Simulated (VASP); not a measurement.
# HgTe (I-4m2) in VASP: single point with PBEsol

Aim: the single point of HgTe with PBEsol.

All numbers are computed with VASP 6.6.1; they aren't measurements. Logs are shortened: lines on timing, memory, paths and dates and some standing lists are left out, and cuts for length are marked.

**1. The cell of the first run**

It takes space group I-4m2 (No. 119, tetragonal). The conventional cell has a = 5.804 Å, b = 5.804 Å, c = 3.161 Å, α = 90.00°, β = 90.00°, γ = 90.00°. Hg (site symmetry -4m2) has 8 Te at 3.01 to 3.75 Å and 2 Hg at 3.16 Å within 4.0 Å. Within 4.0 Å of Te (site symmetry -4m2) lie 8 Hg at 3.01 to 3.75 Å and 2 Te at 3.16 Å.

**2. Single point, PBEsol**

INCAR reads:

```
PREC = Accurate
ENCUT = 520
EDIFF = 1E-6
ISMEAR = 0
SIGMA = 0.1
LREAL = False
LASPH = True
NELM = 80
ALGO = Normal
ISIF = 2
LWAVE = False
LCHARG = True
GGA = PS
LELF = True
LVHAR = True
NBANDS = 16
```

KPOINTS reads:

```
regular mesh
0
Gamma
  16 16 16
```

POSCAR reads:

```
HgTe
1.0
   -2.9019747806      2.9019747806      1.5807433289
    2.9019747806     -2.9019747806      1.5807433289
    2.9019747806      2.9019747806     -1.5807433289
Hg Te
1 1
Direct
    0.2500000000      0.7500000000      0.5000000000
    0.0000000000      0.0000000000      0.0000000000
```

Potentials or basis: VASP PAW PBE potentials, release 64 (Hg, Te).

Command:

```
cat potpaw_PBE.64/Hg/POTCAR potpaw_PBE.64/Te/POTCAR > POTCAR
mpirun -np 1 vasp_std > vasp.out
```

OUTCAR:

```text
PREC = Accurate
   ENCUT = 520
   EDIFF = 1E-6
   ISMEAR = 0
   LREAL = False
   LASPH = True
   NELM = 80
   ISIF = 2
   GGA = PS

 ion  position               nearest neighbor table
   1  0.250  0.750  0.500-   2 3.01   2 3.01   2 3.01   2 3.01   2 3.75   2 3.75   2 3.75   2 3.75

   2  0.000  0.000  0.000-   1 3.01   1 3.01   1 3.01   1 3.01   1 3.75   1 3.75   1 3.75   1 3.75

  LATTYP: Found a body centered tetragonal cell.
 ALAT       =     5.8039495612
 C/A-ratio  =     0.5447129794

  Lattice vectors:

 A1 = (  -2.9019747806,   2.9019747806,   1.5807433289)
 A2 = (   2.9019747806,  -2.9019747806,   1.5807433289)
 A3 = (   2.9019747806,   2.9019747806,  -1.5807433289)

Analysis of symmetry for initial positions (statically):
=====================================================================
 Subroutine PRICEL returns:
 Original cell was already a primitive cell.

 Routine SETGRP: Setting up the symmetry group for a
 body centered tetragonal supercell.

 Subroutine GETGRP returns: Found  8 space group operations
 (whereof  8 operations were pure point group operations)
 out of a pool of 16 trial point group operations.

The static configuration has the point symmetry D_2d.

Analysis of symmetry for dynamics (positions and initial velocities):
=====================================================================
 Subroutine PRICEL returns:
 Original cell was already a primitive cell.

 Routine SETGRP: Setting up the symmetry group for a
 body centered tetragonal supercell.

 Subroutine GETGRP returns: Found  8 space group operations
 (whereof  8 operations were pure point group operations)
 out of a pool of 16 trial point group operations.

The dynamic configuration has the point symmetry D_2d.

 Subroutine INISYM returns: Found  8 space group operations
 (whereof  8 operations are pure point group operations),
 and found     1 'primitive' translations

----------------------------------------------------------------------------------------

                                     Primitive cell

  volume of cell :      53.2487

  direct lattice vectors                    reciprocal lattice vectors
    -2.901974781  2.901974781  1.580743329     0.000000000  0.172296466  0.316306886
     2.901974781 -2.901974781  1.580743329     0.172296466  0.000000000  0.316306886
     2.901974781  2.901974781 -1.580743329     0.172296466  0.172296466  0.000000000

  length of vectors
     4.397915953  4.397915953  4.397915953     0.360189004  0.360189004  0.243663999

  position of ions in fractional coordinates (direct lattice)
     0.250000000  0.750000000  0.500000000
     0.000000000  0.000000000  0.000000000

  ion indices of the primitive-cell ions
   primitive index   ion index
                 1           1
                 2           2

----------------------------------------------------------------------------------------

 KPOINTS: regular mesh

Automatic generation of k-mesh.
 Grid dimensions read from file:
 generate k-points for:   16   16   16

 Generating k-lattice:

  Cartesian coordinates                     Fractional coordinates (reciprocal lattice)
     0.000000000  0.010768529  0.019769180     0.062500000 -0.000000000  0.000000000
     0.010768529  0.000000000  0.019769180    -0.000000000  0.062500000  0.000000000
     0.010768529  0.010768529  0.000000000     0.000000000  0.000000000  0.062500000

  Length of vectors
     0.022511813  0.022511813  0.015229000

  Shift w.r.t. Gamma in fractional coordinates (k-lattice)
     0.000000000  0.000000000  0.000000000

 Subroutine IBZKPT returns following result:
 ===========================================

 Found    349 irreducible k-points:

 Following reciprocal coordinates:
            Coordinates               Weight
  0.000000  0.000000  0.000000      1.000000
  0.062500  0.000000  0.000000      8.000000
  0.125000  0.000000  0.000000      8.000000
  0.187500  0.000000  0.000000      8.000000
  0.250000  0.000000  0.000000      8.000000
  0.312500  0.000000  0.000000      8.000000
[... 16 lines left out ...]
 -0.125000  0.062500  0.000000     16.000000
 -0.062500  0.062500  0.000000      4.000000
 [... further k-points ...]
   k-points           NKPTS =    349   k-points in BZ     NKDIM =    349   number of bands    NBANDS=     16
   number of dos      NEDOS =    301   number of ions     NIONS =      2
   total plane-waves  NPLWV =  46656
   dimension x,y,z NGX =    36 NGY =   36 NGZ =   36
   dimension x,y,z NGXF=    72 NGYF=   72 NGZF=   72
   ions per type =               1   1
   NGX,Y,Z   is equivalent  to a cutoff of  13.61, 13.61, 13.61 a.u.
   NGXF,Y,Z  is equivalent  to a cutoff of  27.22, 27.22, 27.22 a.u.
 SYSTEM =  unknown system
   PREC   = accura    normal or accurate (medium, high low for compatibility)
   ISTART =      0    job   : 0-new  1-cont  2-samecut
   ICHARG =      2    charge: 1-file 2-atom 10-const
   ISPIN  =      1    spin polarized calculation?
   LNONCOLLINEAR =      F non collinear calculations
   LSORBIT =      F    spin-orbit coupling
   LASPH  =      T    aspherical Exc in radial PAW
   ENCUT  =  520.0 eV  38.22 Ry    6.18 a.u.   8.18  8.18  8.18*2*pi/ulx,y,z
   NELM   =     80;   NELMIN=  2; NELMDL= -5     # of ELM steps
   EDIFF  = 0.1E-05   stopping-criterion for ELM
   LREAL  =      F    real-space projection
   EDIFFG = 0.1E-04   stopping-criterion for IOM
   NSW    =      0    number of steps for IOM
   IBRION =     -1    ionic relax: 0-MD 1-quasi-New 2-CG
   NFREE  =      0    steps in history (QN), initial steepest desc. (CG)
   ISIF   =      2    stress and relaxation
   ISYM   =      2    0-nonsym 1-usesym 2-fastsym
   POTIM  = 0.5000    time-step for ionic-motion
   TEBEG  =    0.0;   TEEND  =   0.0 temperature during run
   PSTRESS=    0.0 pullay stress
   NELECT =      18.0000    total number of electrons
   NUPDOWN=      -1.0000    fix difference up-down
   EMIN   =  10.00;   EMAX   =-10.00  energy-range for DOS
   EFERMI =   0.00;   METHOD = LEGACY
   ISMEAR =     0;   SIGMA  =   0.10  broadening in eV -4-tet -1-fermi 0-gaus
   EFERMI_NEDOS =   21; number of points for ismear=-14 and -15
   IALGO  =     38    algorithm
   IMIX   =      4    mixing-type and parameters
     AMIX     =   0.40;   BMIX     =  1.00
     AMIX_MAG =   1.60;   BMIX_MAG =  1.00
  volume/ion in A,a.u.               =      26.62       179.67
  Fermi-wavevector in a.u.,A,eV,Ry     =   1.140415  2.155071 17.694997  1.300546
  Thomas-Fermi vector in A             =   2.277117
   LORBIT       =      0    0 simple, 1 ext, 2 COOP (PROOUT), +10 PAW based schemes
   GGA     = PS    functional components
   LHFCALC =     F    Hartree Fock is set to
   AEXX    =    0.0000 exact exchange contribution
   IVDW    =     0    specifies the selected vdW correction
   LEPSILON=     F    determine dielectric tensor
   LRPA    =     F    only Hartree local field effects (RPA)
 non-spin polarized calculation
 Gauss-broadening in eV      SIGMA  =   0.10
  energy-cutoff  :      520.00
  volume of cell :       53.25
 maximum number of plane-waves:      1450
 NGX is ok and might be reduce to    36
   NGX = 17   NGY = 17   NGZ = 17

 number of electron      18.0000002 magnetization

 Free energy of the ion-electron system (eV)
  ---------------------------------------------------
  ext. energy  EPLUGINS =         0.00000000
  ---------------------------------------------------
  free energy    TOTEN  =        -4.13894555 eV

  energy without entropy =       -4.13557355  energy(sigma->0) =       -4.13725955

 E-fermi :   5.2567     XC(G=0): -10.3960

 val. band max:        5.2525510022   @ k =  -0.1250  -0.3750   0.1250
 cond. band min:       5.2639281422   @ k =  -0.0625  -0.2500   0.0625
 fundamental gap:      0.0113771401
 Fermi energy:         5.2567201130

 k-point     1 :       0.0000    0.0000    0.0000
  band No.  band energies     occupation
      1      -7.7449      2.00000
      2      -2.3503      2.00000
      3      -1.8435      2.00000
      4      -1.7310      2.00000
      5      -1.3048      2.00000
      6      -1.3048      2.00000
[... 8 lines left out ...]
     15      15.7911      0.00000
     16      16.5969      0.00000

 k-point     2 :       0.0625    0.0000    0.0000
  band No.  band energies     occupation
      1      -7.6814      2.00000
      2      -2.2962      2.00000
      3      -1.8346      2.00000
      4      -1.7406      2.00000
      5      -1.3364      2.00000
      6      -1.3354      2.00000
[... 8 lines left out ...]
     15      15.5598      0.00000
     16      15.8253      0.00000

 k-point     3 :       0.1250    0.0000    0.0000
  band No.  band energies     occupation
      1      -7.4934      2.00000
      2      -2.1406      2.00000
      3      -1.8108      2.00000
      4      -1.7688      2.00000
      5      -1.4219      2.00000
      6      -1.4154      2.00000
[... 8 lines left out ...]
     15      15.0380      0.00000
     16      15.1247      0.00000

 k-point     4 :       0.1875    0.0000    0.0000
  band No.  band energies     occupation
      1      -7.1900      2.00000
      2      -1.9117      2.00000
      3      -1.8052      2.00000
      4      -1.7858      2.00000
      5      -1.5310      2.00000
      6      -1.5172      2.00000
[... 8 lines left out ...]
     15      14.3820      0.00000
     16      14.9962      0.00000
[... 324 lines left out ...]
 k-point    22 :      -0.1875    0.0625    0.0000
  band No.  band energies     occupation
      1      -7.4298      2.00000
      2      -2.1446      2.00000
      3      -1.8220      2.00000
      4      -1.8089      2.00000
      5      -1.4191      2.00000
      6      -1.3976      2.00000
[... 8 lines left out ...]
     15      14.9955      0.00000
     16      15.6121      0.00000

 k-point    23 :      -0.1250    0.0625    0.0000
  band No.  band energies     occupation
      1      -7.6370      2.00000
      2      -2.2987      2.00000
      3      -1.8334      2.00000
      4      -1.7781      2.00000
      5      -1.3370      2.00000
      6      -1.3245      2.00000
[... 8 lines left out ...]
     15      15.4048      0.00000
     16      15.8818      0.00000

 k-point    24 :      -0.0625    0.0625    0.0000
  band No.  band energies     occupation
      1      -7.7223      2.00000
      2      -2.3516      2.00000
      3      -1.8424      2.00000
      4      -1.7507      2.00000
      5      -1.3056      2.00000
      6      -1.2994      2.00000
[... 8 lines left out ...]
     15      16.0617      0.00000
     16      16.6077      0.00000

 [... further k-points ...]

------------------------ aborting loop because EDIFF is reached ----------------------------------------

  FORCE on cell =-STRESS in cart. coord.  units (eV):
  Direction    XX          YY          ZZ          XY          YZ          ZX
  --------------------------------------------------------------------------------------
  -------------------------------------------------------------------------------------
  Total        0.0466271      0.0466271      0.0517989      0.0000000      0.0000000      0.0000000
  in kB        1.4029455      1.4029455      1.5585559      0.0000000      0.0000000      0.0000000
  external PRESSURE =       1.4548156 kB  Pullay stress =       0.0000000 kB

 VOLUME and BASIS-vectors are now :
 -----------------------------------------------------------------------------
  energy-cutoff  :      520.00
  volume of cell :       53.25
      direct lattice vectors                 reciprocal lattice vectors
    -2.901974781  2.901974781  1.580743329     0.000000000  0.172296466  0.316306886
     2.901974781 -2.901974781  1.580743329     0.172296466  0.000000000  0.316306886
     2.901974781  2.901974781 -1.580743329     0.172296466  0.172296466  0.000000000

 POSITION                                       TOTAL-FORCE (eV/Angst)
 -----------------------------------------------------------------------------------
      2.90197      0.00000      0.79037         0.000000     -0.000000      0.000000
      0.00000      0.00000      0.00000        -0.000000      0.000000     -0.000000
 -----------------------------------------------------------------------------------
    total drift:                                0.000000     -0.000000      0.000000

  FREE ENERGIE OF THE ION-ELECTRON SYSTEM (eV)
  ---------------------------------------------------
  free  energy   TOTEN  =        -4.1389455520 eV

  energy  without entropy=       -4.1355735500  energy(sigma->0) =       -4.13725955
```

Wall time 2.9 min (1 thread of Intel Xeon Platinum 8488C (Sapphire Rapids), shared host); peak memory 0.44 GiB.

Results:

```yaml
Free_energy: -4.1389 eV
Pressure: 0.1 GPa
Band_gap_on_the_k_mesh: zero (bands 9 and 10 overlap by 4.39 eV)
```

Caveat: the PAW data sets were made with another functional, which shifts forces and pressure a little; spin-orbit coupling is left out, which moves the levels of the heavy elements.
